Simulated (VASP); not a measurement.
# Al2Cu (P4/mmm) in VASP: a series of runs, part 2 of 2

VASP 6.6.1. The steps go on from the part before.

### 4 Single point, PBE

This run uses another cell than the first one, of 17.41 Å³/atom.

Input file INCAR:

```
PREC = Accurate
ENCUT = 520
EDIFF = 1E-6
ISMEAR = 0
SIGMA = 0.15
LREAL = F
LASPH = T
NELM = 100
ALGO = Fast
ISIF = 2
LWAVE = F
LCHARG = F
GGA = PE
NBANDS = 16
```

Input file KPOINTS:

```
regular mesh
0
Gamma
  10 10 14
```

Input file POSCAR:

```
Al2Cu
1.0
    4.3135000000      0.0000000000      0.0000000000
    0.0000000000      4.3135000000      0.0000000000
    0.0000000000      0.0000000000      2.8078000000
Al Cu
2 1
Direct
    0.5000000000      0.0000000000      0.5000000000
    0.0000000000      0.5000000000      0.5000000000
    0.0000000000      0.0000000000      0.0000000000
```

Potentials or basis: VASP PAW PBE potentials, release 64 (Al, Cu).

Started as:

```
> cat potpaw_PBE.64/Al/POTCAR potpaw_PBE.64/Cu/POTCAR > POTCAR
> mpirun -np 1 vasp_std > vasp.out
```

OUTCAR:

```text
PREC = Accurate
   ENCUT = 520
   EDIFF = 1E-6
   ISMEAR = 0
   LREAL = F
   LASPH = T
   NELM = 100
   ISIF = 2
   GGA = PE

 ion  position               nearest neighbor table
   1  0.500  0.000  0.500-   3 2.57   3 2.57   3 2.57   3 2.57   2 3.05   2 3.05   2 3.05   2 3.05

   2  0.000  0.500  0.500-   3 2.57   3 2.57   3 2.57   3 2.57   1 3.05   1 3.05   1 3.05   1 3.05

   3  0.000  0.000  0.000-   1 2.57   2 2.57   1 2.57   2 2.57   2 2.57   2 2.57   1 2.57   1 2.57

  LATTYP: Found a simple tetragonal cell.
 ALAT       =     4.3135000000
 C/A-ratio  =     0.6509331170

  Lattice vectors:

 A1 = (   4.3135000000,   0.0000000000,   0.0000000000)
 A2 = (   0.0000000000,   4.3135000000,   0.0000000000)
 A3 = (   0.0000000000,   0.0000000000,   2.8078000000)

Analysis of symmetry for initial positions (statically):
=====================================================================
 Subroutine PRICEL returns:
 Original cell was already a primitive cell.

 Routine SETGRP: Setting up the symmetry group for a
 simple tetragonal supercell.

 Subroutine GETGRP returns: Found 16 space group operations
 (whereof 16 operations were pure point group operations)
 out of a pool of 16 trial point group operations.

The static configuration has the point symmetry D_4h.

Analysis of symmetry for dynamics (positions and initial velocities):
=====================================================================
 Subroutine PRICEL returns:
 Original cell was already a primitive cell.

 Routine SETGRP: Setting up the symmetry group for a
 simple tetragonal supercell.

 Subroutine GETGRP returns: Found 16 space group operations
 (whereof 16 operations were pure point group operations)
 out of a pool of 16 trial point group operations.

The dynamic configuration has the point symmetry D_4h.

 Subroutine INISYM returns: Found 16 space group operations
 (whereof 16 operations are pure point group operations),
 and found     1 'primitive' translations

----------------------------------------------------------------------------------------

                                     Primitive cell

  volume of cell :      52.2427

  direct lattice vectors                    reciprocal lattice vectors
     4.313500000  0.000000000  0.000000000     0.231830300  0.000000000  0.000000000
     0.000000000  4.313500000  0.000000000     0.000000000  0.231830300  0.000000000
     0.000000000  0.000000000  2.807800000     0.000000000  0.000000000  0.356150723

  length of vectors
     4.313500000  4.313500000  2.807800000     0.231830300  0.231830300  0.356150723

  position of ions in fractional coordinates (direct lattice)
     0.500000000  0.000000000  0.500000000
     0.000000000  0.500000000  0.500000000
     0.000000000  0.000000000  0.000000000

  ion indices of the primitive-cell ions
   primitive index   ion index
                 1           1
                 2           2
                 3           3

----------------------------------------------------------------------------------------

 KPOINTS: regular mesh

Automatic generation of k-mesh.
 Grid dimensions read from file:
 generate k-points for:   10   10   14

 Generating k-lattice:

  Cartesian coordinates                     Fractional coordinates (reciprocal lattice)
     0.023183030  0.000000000  0.000000000     0.100000000  0.000000000  0.000000000
     0.000000000  0.023183030  0.000000000     0.000000000  0.100000000  0.000000000
     0.000000000  0.000000000  0.025439337     0.000000000  0.000000000  0.071428571

  Length of vectors
     0.023183030  0.023183030  0.025439337

  Shift w.r.t. Gamma in fractional coordinates (k-lattice)
     0.000000000  0.000000000  0.000000000

 Subroutine IBZKPT returns following result:
 ===========================================

 Found    168 irreducible k-points:

 Following reciprocal coordinates:
            Coordinates               Weight
  0.000000  0.000000  0.000000      1.000000
  0.100000  0.000000  0.000000      4.000000
  0.200000  0.000000  0.000000      4.000000
  0.300000  0.000000  0.000000      4.000000
  0.400000  0.000000  0.000000      4.000000
  0.500000  0.000000  0.000000      2.000000
[... 16 lines left out ...]
  0.100000  0.000000  0.071429      8.000000
  0.200000  0.000000  0.071429      8.000000
 [... further k-points ...]
   k-points           NKPTS =    168   k-points in BZ     NKDIM =    168   number of bands    NBANDS=     16
   number of dos      NEDOS =    301   number of ions     NIONS =      3
   total plane-waves  NPLWV =  24576
   dimension x,y,z NGX =    32 NGY =   32 NGZ =   24
   dimension x,y,z NGXF=    64 NGYF=   64 NGZF=   48
   ions per type =               2   1
   NGX,Y,Z   is equivalent  to a cutoff of  12.33, 12.33, 14.21 a.u.
   NGXF,Y,Z  is equivalent  to a cutoff of  24.67, 24.67, 28.42 a.u.
 SYSTEM =  unknown system
   PREC   = accura    normal or accurate (medium, high low for compatibility)
   ISTART =      0    job   : 0-new  1-cont  2-samecut
   ICHARG =      2    charge: 1-file 2-atom 10-const
   ISPIN  =      1    spin polarized calculation?
   LNONCOLLINEAR =      F non collinear calculations
   LSORBIT =      F    spin-orbit coupling
   LASPH  =      T    aspherical Exc in radial PAW
   ENCUT  =  520.0 eV  38.22 Ry    6.18 a.u.   8.02  8.02  5.22*2*pi/ulx,y,z
   NELM   =    100;   NELMIN=  2; NELMDL= -5     # of ELM steps
   EDIFF  = 0.1E-05   stopping-criterion for ELM
   LREAL  =      F    real-space projection
   EDIFFG = 0.1E-04   stopping-criterion for IOM
   NSW    =      0    number of steps for IOM
   IBRION =     -1    ionic relax: 0-MD 1-quasi-New 2-CG
   NFREE  =      0    steps in history (QN), initial steepest desc. (CG)
   ISIF   =      2    stress and relaxation
   ISYM   =      2    0-nonsym 1-usesym 2-fastsym
   POTIM  = 0.5000    time-step for ionic-motion
   TEBEG  =    0.0;   TEEND  =   0.0 temperature during run
   PSTRESS=    0.0 pullay stress
   NELECT =      17.0000    total number of electrons
   NUPDOWN=      -1.0000    fix difference up-down
   EMIN   =  10.00;   EMAX   =-10.00  energy-range for DOS
   EFERMI =   0.00;   METHOD = LEGACY
   ISMEAR =     0;   SIGMA  =   0.15  broadening in eV -4-tet -1-fermi 0-gaus
   EFERMI_NEDOS =   21; number of points for ismear=-14 and -15
   IALGO  =     68    algorithm
   IMIX   =      4    mixing-type and parameters
     AMIX     =   0.40;   BMIX     =  1.00
     AMIX_MAG =   1.60;   BMIX_MAG =  1.00
  volume/ion in A,a.u.               =      17.41       117.52
  Fermi-wavevector in a.u.,A,eV,Ry     =   1.126028  2.127884 17.251360  1.267939
  Thomas-Fermi vector in A             =   2.262708
   LORBIT       =      0    0 simple, 1 ext, 2 COOP (PROOUT), +10 PAW based schemes
   GGA     = PE    functional components
   LHFCALC =     F    Hartree Fock is set to
   AEXX    =    0.0000 exact exchange contribution
   IVDW    =     0    specifies the selected vdW correction
   LEPSILON=     F    determine dielectric tensor
   LRPA    =     F    only Hartree local field effects (RPA)
 non-spin polarized calculation
 RMM-DIIS sequential band-by-band and
 Gauss-broadening in eV      SIGMA  =   0.15
  energy-cutoff  :      520.00
  volume of cell :       52.24
 maximum number of plane-waves:      1432
   NGX = 17   NGY = 17   NGZ = 11

 number of electron      17.0000005 magnetization

 Free energy of the ion-electron system (eV)
  ---------------------------------------------------
  ext. energy  EPLUGINS =         0.00000000
  ---------------------------------------------------
  free energy    TOTEN  =       -11.22998674 eV

  energy without entropy =      -11.21853131  energy(sigma->0) =      -11.22425903

 E-fermi :   6.4896     XC(G=0): -10.0986

 val. band max:        6.4853114697   @ k =   0.4000   0.4000   0.5000
 cond. band min:       6.4964664653   @ k =   0.1000   0.0000   0.2857
 fundamental gap:      0.0111549956
 Fermi energy:         6.4896023712

 k-point     1 :       0.0000    0.0000    0.0000
  band No.  band energies     occupation
      1      -3.6333      2.00000
      2       1.1256      2.00000
      3       1.8269      2.00000
      4       2.4444      2.00000
      5       2.7734      2.00000
      6       2.7734      2.00000
[... 433 lines left out ...]
      3       1.7945      2.00000
      4       2.3739      2.00000
      5       2.5458      2.00000
      6       2.6746      2.00000
[... 8 lines left out ...]
     15      16.1406      0.00000
     16      17.0127      0.00000

 [... further k-points ...]

------------------------ aborting loop because EDIFF is reached ----------------------------------------

  FORCE on cell =-STRESS in cart. coord.  units (eV):
  Direction    XX          YY          ZZ          XY          YZ          ZX
  --------------------------------------------------------------------------------------
  -------------------------------------------------------------------------------------
  Total       -1.7228583     -1.7228583     -0.7916462      0.0000000      0.0000000      0.0000000
  in kB      -52.8365390    -52.8365390    -24.2781704      0.0000000      0.0000000      0.0000000
  external PRESSURE =     -43.3170828 kB  Pullay stress =       0.0000000 kB

 VOLUME and BASIS-vectors are now :
 -----------------------------------------------------------------------------
  energy-cutoff  :      520.00
  volume of cell :       52.24
      direct lattice vectors                 reciprocal lattice vectors
     4.313500000  0.000000000  0.000000000     0.231830300  0.000000000  0.000000000
     0.000000000  4.313500000  0.000000000     0.000000000  0.231830300  0.000000000
     0.000000000  0.000000000  2.807800000     0.000000000  0.000000000  0.356150723

 POSITION                                       TOTAL-FORCE (eV/Angst)
 -----------------------------------------------------------------------------------
      2.15675      0.00000      1.40390         0.000000      0.000000      0.000000
      0.00000      2.15675      1.40390         0.000000      0.000000      0.000000
      0.00000      0.00000      0.00000         0.000000      0.000000      0.000000
 -----------------------------------------------------------------------------------
    total drift:                               -0.000000     -0.000000      0.000000

  FREE ENERGIE OF THE ION-ELECTRON SYSTEM (eV)
  ---------------------------------------------------
  free  energy   TOTEN  =       -11.2299867443 eV

  energy  without entropy=      -11.2185313103  energy(sigma->0) =      -11.22425903
```

stdout:

```text
POSCAR found type information on POSCAR AlCu
 POSCAR found :  2 types and       3 ions
 scaLAPACK will be used
 LDA part: xc-table for (Slater+PW92), standard interpolation
 POSCAR, INCAR and KPOINTS ok, starting setup
 FFT: planning ... GRIDC
 FFT: planning ... GRID_SOFT
 FFT: planning ... GRID
 WAVECAR not read
 entering main loop
```

Wall time 82 s (1 thread of Intel Xeon Platinum 8559C (Emerald Rapids), shared host); peak memory 0.26 GiB.

What came out:

```
Free energy            : -11.2300 eV
Pressure               : -4.3 GPa
Band gap on the k mesh : zero (an odd number of electrons rules out a gap without spin polarisation)
```

Stress tensor (GPa, compression positive):
```
-5.28  0.00  0.00
 0.00 -5.28  0.00
 0.00  0.00 -2.43
```

Caveat: the cell stands under tension.

### 5 Single point, PBE

This run uses another cell than the first one, of 17.56 Å³/atom.

Input file INCAR:

```
SYSTEM = Al2Cu
PREC = Accurate
ENCUT = 520
EDIFF = 1E-6
ISMEAR = 0
SIGMA = 0.15
LREAL = .False.
LASPH = .True.
NELM = 100
ALGO = Fast
ISIF = 2
LWAVE = .False.
LCHARG = .False.
GGA = PE
NBANDS = 16
```

Input file KPOINTS:

```
regular mesh
0
Gamma
  10 10 14
  0 0 0
```

Input file POSCAR:

```
Al2Cu
1.0
    4.2173000000      0.0000000000      0.0000000000
    0.0000000000      4.2173000000      0.0000000000
    0.0000000000      0.0000000000      2.9617000000
Al Cu
2 1
Direct
    0.5000000000      0.0000000000      0.5000000000
    0.0000000000      0.5000000000      0.5000000000
    0.0000000000      0.0000000000      0.0000000000
```

Potentials or basis: VASP PAW PBE potentials, release 64 (Al, Cu).

Started as:

```
> cat potpaw_PBE.64/Al/POTCAR potpaw_PBE.64/Cu/POTCAR > POTCAR
> mpirun -np 1 vasp_std > vasp.out
```

OUTCAR:

```text
SYSTEM = Al2Cu
   PREC = Accurate
   ENCUT = 520
   EDIFF = 1E-6
   ISMEAR = 0
   LREAL = .False.
   LASPH = .True.
   NELM = 100
   ISIF = 2
   GGA = PE

 ion  position               nearest neighbor table
   1  0.500  0.000  0.500-   3 2.58   3 2.58   3 2.58   3 2.58   2 2.98   2 2.98   2 2.98   2 2.98

   2  0.000  0.500  0.500-   3 2.58   3 2.58   3 2.58   3 2.58   1 2.98   1 2.98   1 2.98   1 2.98

   3  0.000  0.000  0.000-   1 2.58   2 2.58   1 2.58   2 2.58   2 2.58   2 2.58   1 2.58   1 2.58

  LATTYP: Found a simple tetragonal cell.
 ALAT       =     4.2173000000
 C/A-ratio  =     0.7022739668

  Lattice vectors:

 A1 = (   4.2173000000,   0.0000000000,   0.0000000000)
 A2 = (   0.0000000000,   4.2173000000,   0.0000000000)
 A3 = (   0.0000000000,   0.0000000000,   2.9617000000)

Analysis of symmetry for initial positions (statically):
=====================================================================
 Subroutine PRICEL returns:
 Original cell was already a primitive cell.

 Routine SETGRP: Setting up the symmetry group for a
 simple tetragonal supercell.

[... 170 lines left out ...]
 E-fermi :   6.3345     XC(G=0): -10.0734

 val. band max:        6.3274197249   @ k =   0.3000   0.2000   0.2857
 cond. band min:       6.3387041733   @ k =   0.5000   0.1000   0.2857
 fundamental gap:      0.0112844485
 Fermi energy:         6.3345336313

 k-point     1 :       0.0000    0.0000    0.0000
  band No.  band energies     occupation
      1      -3.6350      2.00000
      2       1.2978      2.00000
      3       1.8827      2.00000
      4       2.4464      2.00000
      5       2.6211      2.00000
      6       2.6211      2.00000
[... 433 lines left out ...]
      3       1.8463      2.00000
      4       2.3770      2.00000
      5       2.4878      2.00000
      6       2.5518      2.00000
[... 8 lines left out ...]
     15      15.8755      0.00000
     16      16.0622      0.00000

 [... further k-points ...]

------------------------ aborting loop because EDIFF is reached ----------------------------------------

  FORCE on cell =-STRESS in cart. coord.  units (eV):
  Direction    XX          YY          ZZ          XY          YZ          ZX
  --------------------------------------------------------------------------------------
  -------------------------------------------------------------------------------------
  Total       -1.7398315     -1.7398315     -1.8929183      0.0000000      0.0000000      0.0000000
  in kB      -52.9185238    -52.9185238    -57.5747934      0.0000000      0.0000000      0.0000000
  external PRESSURE =     -54.4706136 kB  Pullay stress =       0.0000000 kB

 VOLUME and BASIS-vectors are now :
 -----------------------------------------------------------------------------
  energy-cutoff  :      520.00
  volume of cell :       52.68
      direct lattice vectors                 reciprocal lattice vectors
     4.217300000  0.000000000  0.000000000     0.237118536  0.000000000  0.000000000
     0.000000000  4.217300000  0.000000000     0.000000000  0.237118536  0.000000000
     0.000000000  0.000000000  2.961700000     0.000000000  0.000000000  0.337643921

 POSITION                                       TOTAL-FORCE (eV/Angst)
 -----------------------------------------------------------------------------------
      2.10865      0.00000      1.48085         0.000000      0.000000      0.000000
      0.00000      2.10865      1.48085         0.000000      0.000000      0.000000
      0.00000      0.00000      0.00000         0.000000      0.000000      0.000000
 -----------------------------------------------------------------------------------
    total drift:                                0.000000     -0.000000      0.000000

  FREE ENERGIE OF THE ION-ELECTRON SYSTEM (eV)
  ---------------------------------------------------
  free  energy   TOTEN  =       -11.2377387916 eV

  energy  without entropy=      -11.2257983743  energy(sigma->0) =      -11.23176858
```

OSZICAR:

```text
N       E                     dE             d eps       ncg     rms          rms(c)
DAV:   1     0.610596967478E+02    0.61060E+02   -0.67927E+03  5408   0.108E+03
DAV:   2    -0.107047193938E+02   -0.71764E+02   -0.63426E+02  5672   0.196E+02
DAV:   3    -0.131305916756E+02   -0.24259E+01   -0.23619E+01  7320   0.411E+01
DAV:   4    -0.131864749224E+02   -0.55883E-01   -0.55860E-01  6592   0.530E+00
DAV:   5    -0.131893908897E+02   -0.29160E-02   -0.29159E-02  8504   0.135E+00    0.133E+01
RMM:   6    -0.150481926768E+02   -0.18588E+01   -0.32288E+01  6666   0.862E+01    0.117E+01
RMM:   7    -0.113331318790E+02    0.37151E+01   -0.91336E+00  6006   0.495E+01    0.155E+00
RMM:   8    -0.112472565650E+02    0.85875E-01   -0.84037E-01  5740   0.141E+01    0.135E+00
RMM:   9    -0.112361635034E+02    0.11093E-01   -0.99877E-02  6400   0.424E+00    0.352E-01
RMM:  10    -0.112404897309E+02   -0.43262E-02   -0.42519E-02  6749   0.258E+00    0.493E-01
RMM:  11    -0.112373638708E+02    0.31259E-02   -0.12896E-02  6752   0.163E+00    0.464E-02
RMM:  12    -0.112377575004E+02   -0.39363E-03   -0.34929E-03  7595   0.478E-01    0.760E-02
RMM:  13    -0.112379704999E+02   -0.21300E-03   -0.14039E-03  6738   0.498E-01    0.106E-01
RMM:  14    -0.112377223824E+02    0.24812E-03   -0.45171E-04  6480   0.289E-01    0.138E-02
RMM:  15    -0.112377386540E+02   -0.16272E-04   -0.16691E-04  7993   0.860E-02    0.167E-02
RMM:  16    -0.112377418145E+02   -0.31606E-05   -0.22246E-05  7329   0.428E-02    0.243E-02
RMM:  17    -0.112377396065E+02    0.22080E-05   -0.13947E-05  6466   0.597E-02    0.138E-02
RMM:  18    -0.112377387916E+02    0.81488E-06   -0.28104E-06  5289   0.159E-02
   1 F= -.11237739E+02 E0= -.11231769E+02  d E =-.119404E-01
```

stdout:

```text
POSCAR found type information on POSCAR AlCu
 POSCAR found :  2 types and       3 ions
 scaLAPACK will be used
 LDA part: xc-table for (Slater+PW92), standard interpolation
 POSCAR, INCAR and KPOINTS ok, starting setup
 FFT: planning ... GRIDC
 FFT: planning ... GRID_SOFT
 FFT: planning ... GRID
 WAVECAR not read
 entering main loop
```

It took 71 s on 1 thread of Intel Xeon Platinum 8559C (Emerald Rapids), shared host; peak memory 0.26 GiB.

Results:

```yaml
Free_energy: -11.2377 eV
Pressure: -5.4 GPa
Band_gap_on_the_k_mesh: zero (an odd number of electrons rules out a gap without spin polarisation)
```

Levels at points of the mesh, in eV from the Fermi level:
```csv
k point,band 5,band 6,band 7,band 8,band 9,band 10,band 11,band 12,band 13,band 14
"(0.00, 0.00, 0.00)",-3.71,-3.71,-2.16,-2.16,-0.33,0.98,5.70,5.81,5.81,6.90
"(0.50, 0.00, 0.00)",-3.96,-3.75,-3.71,-0.91,1.52,1.66,1.72,7.03,8.16,8.71
"(0.50, 0.50, 0.00)",-4.00,-3.86,-3.74,-3.74,-2.22,8.39,8.39,9.03,9.17,9.39
"(0.00, 0.00, 0.50)",-4.37,-3.73,-2.79,2.32,2.36,2.36,2.85,2.85,2.91,3.21
"(0.50, 0.00, 0.50)",-3.80,-3.78,-2.75,-2.31,-1.66,3.51,3.99,4.11,4.47,5.62
"(0.50, 0.50, 0.50)",-3.59,-3.17,-2.05,-2.05,-0.77,-0.76,-0.30,-0.30,2.57,10.78
```

Caveat: the cell stands under tension.

### 6 The runs side by side

| cell | gap on the mesh (eV) | pressure (GPa) |
| --- | --- | --- |
| a = 4.410, b = 4.410, c = 2.654 Å, 3 atoms | none | -2.0 |
| a = 4.121, b = 4.121, c = 3.039 Å, 3 atoms | none | -3.9 |
| a = 4.314, b = 4.314, c = 2.808 Å, 3 atoms | none | -4.3 |
| a = 4.217, b = 4.217, c = 2.962 Å, 3 atoms | none | -5.4 |

Alike in all rows: task single point; level PBE; potentials or basis VASP PAW PBE potentials, release 64 (Al, Cu); no spin polarisation; k mesh 10 × 10 × 14; cutoff (eV) 520; smearing gaussian 0.15 eV.

Caveats: the cell stands under tension (at least some runs); the stress differs along the axes, from -5 to 4 GPa (at least some runs).

Absolute energies hang on the potentials; compare differences alone.

The gap in the log of VASP goes by the Fermi energy; the results here count the filled bands.